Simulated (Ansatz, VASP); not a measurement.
CdF2: VASP beside Ansatz

File INCAR:

```
SYSTEM = CdF2
ALGO     = Normal         ! electronic algorithm
EDIFF    = 1E-6           ! SCF threshold, eV
ENCUT    = 520            ! plane-wave cutoff, eV
GGA      = PE             ! functional
ISIF     = 2              ! what is computed and relaxed
ISMEAR   = 0              ! smearing method
LASPH    = .True.         ! aspherical terms in the spheres
LCHARG   = .True.         ! write CHGCAR
LELF     = .True.         ! ELF
LREAL    = .False.        ! projectors in reciprocal space
LVHAR    = .True.       
LWAVE    = .False.        ! write WAVECAR
NBANDS   = 20             ! bands
NELM     = 80             ! most SCF steps
PREC     = Accurate       ! precision mode
SIGMA    = 0.05           ! smearing width, eV
```

Contents of KPOINTS:

```
k-points
0
Gamma
  8 8 8
  0 0 0
```

POSCAR

```
CdF2
1.0
    0.0000000000      2.8598089745      2.7843100175
    2.8598089745      0.0000000000      2.7843100175
    2.8598089745      2.8598089745      0.0000000000
Cd F
1 2
Direct
    0.0000000000      0.0000000000      0.0000000000
    0.2500000000      0.2500000000      0.2500000000
    0.7500000000      0.7500000000      0.7500000000
```

Input for Ansatz:

```yaml
crystal:
  lattice:
    - [0.0, 2.8598089745, 2.7843100175]
    - [2.8598089745, 0.0, 2.7843100175]
    - [2.8598089745, 2.8598089745, 0.0]
  atoms:
    - { symbol: Cd, position: [0.0, 0.0, 0.0] }
    - { symbol: F, position: [0.25, 0.25, 0.25] }
    - { symbol: F, position: [0.75, 0.75, 0.75] }
basis:
  ecutwfc: 520.0
kpoints:
  mp_grid: { grid: [8, 8, 8] }
hamiltonian:
  xc: pbe
  pseudopotentials: { kind: paw }
scf:
  occupations: { method: gaussian, width: 0.05 }
output:
  forces: true
  stress: true
  eigenvalues: true
```

Alike in both runs: task single point; functional PBE; k mesh 8 × 8 × 8; occupations gaussian, width 0.05 eV; no spin polarisation.

|  | VASP | Ansatz |
| --- | --- | --- |
| version | VASP 6.6.1 | Ansatz 0.2.0 |
| potentials or method | VASP PAW PBE potentials, release 64 (Cd, F), cutoff 520 eV | scalar-relativistic, plane waves, PAW |
| valence electrons in the cell | 26 | 34 |

Ansatz gave:

```
gap on the k mesh at the Fermi level (eV)                     : 2.53
least direct gap on the mesh (eV)                             : 3.08
pressure (GPa)                                                : -7.4
traceless stress, the component that is largest in VASP (GPa) : 1.72
```

**Question.** Estimate VASP's values.

**Answer.** gap on the k mesh at the Fermi level (eV): 2.50; least direct gap on the mesh (eV): 3.05; pressure (GPa): -7.1; traceless stress, the component that is largest in VASP (GPa): 1.71.

With one functional, cell and mesh, what is left measures potentials, basis and numerics. VASP's potentials hold 26 valence electrons a cell and Ansatz's 34, so a difference there can come from the potentials and not from the codes.
